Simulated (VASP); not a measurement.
Pt:

```
Pt
1.0
     2.70431    0.00000    0.00000
    -1.35215    2.34200    0.00000
     0.00000    0.00000    4.69431
Pt
2
Direct
  0.33333 0.66667 0.25000
  0.66667 0.33333 0.75000
```

This cell differs from its parent crystal: volume scaled by 0.94.

Base run:

| Item | Value |
| --- | --- |
| Program | VASP 6.6.1 |
| Functional | PBEsol |
| Potentials or basis | VASP PAW PBE potentials, release 64 (Pt) |
| Cutoff | 520 eV |
| k mesh | 11 × 11 × 6 |
| Occupations | fermi-dirac, width 0.05 eV |
| Spin | no spin polarisation |

Its results: band gap on the k mesh zero (band 10 reaches 11.81 eV, above the bottom of band 11 at 10.48 eV); pressure 5.4 GPa.

The run is repeated on the same cell with these changes: functional from PBEsol to r2SCAN. What comes out?

Band gap on the k mesh zero (band 10 reaches 11.74 eV, above the bottom of band 11 at 10.32 eV); pressure 11.6 GPa.

Caveats: the PAW data sets were made with another functional, which shifts forces and pressure a little; spin-orbit coupling is left out, which moves the levels of the heavy elements.
